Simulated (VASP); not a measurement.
A run of VASP 6.6.1 is set up as follows.

Contents of INCAR:

```
ALGO = Normal
EDIFF = 1E-7
ENCUT = 520
GGA = PE
ISIF = 2
ISMEAR = 0
LASPH = True
LCHARG = False
LREAL = False
LWAVE = False
NBANDS = 11
NELM = 60
PREC = Accurate
SIGMA = 0.15
```

The input KPOINTS:

```
k-points
0
Gamma
  14 14 14
```

The input POSCAR:

```
Ba
1.0
   -2.5375000000      2.5375000000      2.5375000000
    2.5375000000     -2.5375000000      2.5375000000
    2.5375000000      2.5375000000     -2.5375000000
Ba
1
Direct
    0.0000000000      0.0000000000      0.0000000000
```

Potentials or basis: VASP PAW PBE potentials, release 64 (Ba_sv).

Run with:

```console
$ cat potpaw_PBE.64/Ba_sv/POTCAR > POTCAR
$ mpirun -np 1 vasp_std > vasp.out
```

Q: Estimate the band gap on the k mesh.

A: Zero (bands 5 and 6 overlap by 0.88 eV).

Q: What does it give for the pressure?

A: -0.2 GPa.

Caveat: the cell differs from its parent crystal (strain +0.015 along x and y, +0.015 along z); spin-orbit coupling is left out, which moves the levels of the heavy elements.
